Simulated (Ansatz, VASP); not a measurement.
# LuAl4Pt: VASP beside Ansatz

```
Lu Al Pt
1.0
     4.36874    0.00000    0.00000
    -2.18437    3.78344    0.00000
     0.00000    0.00000    6.33671
Lu Al Pt
1 4 1
Direct
  0.00000 0.00000 0.00000
  0.33333 0.66667 0.72316
  0.33333 0.66667 0.27684
  0.66667 0.33333 0.72316
  0.66667 0.33333 0.27684
  0.00000 0.00000 0.50000
```

Change from the starting cell: species swapped into the TiNbB4 type (P6/mmm, No. 191).

Alike in both runs: functional PBE; k mesh 6 × 6 × 4; occupations gaussian, width 0.1 eV; no spin polarisation.

Ansatz relaxed the structure, and its values are those at the end. VASP's run is a single point on that final structure, the one shown.

```csv
,VASP,Ansatz
version,VASP 6.6.1,Ansatz 0.2.0
potentials or method,"VASP PAW PBE potentials, release 64 (Lu, Al, Pt), cutoff 520 eV","scalar-relativistic, plane waves, PAW"
valence electrons in the cell,47,55
```

Ansatz gave:

* gap on the k mesh at the Fermi level (eV): none
* pressure (GPa): 0.2
* rms of the force components (eV/Å): 0.004

Which values does VASP return?

gap on the k mesh at the Fermi level (eV): none; pressure (GPa): 0.3; rms of the force components (eV/Å): 0.010.

A gap of «none» marks a metal or a gap that the smearing closes. The functional is the same, so the differences come from potentials, cutoffs and numerics. VASP's potentials hold 47 valence electrons a cell and Ansatz's 55, so a difference there can come from the potentials and not from the codes.

Neither program's run includes spin-orbit coupling.
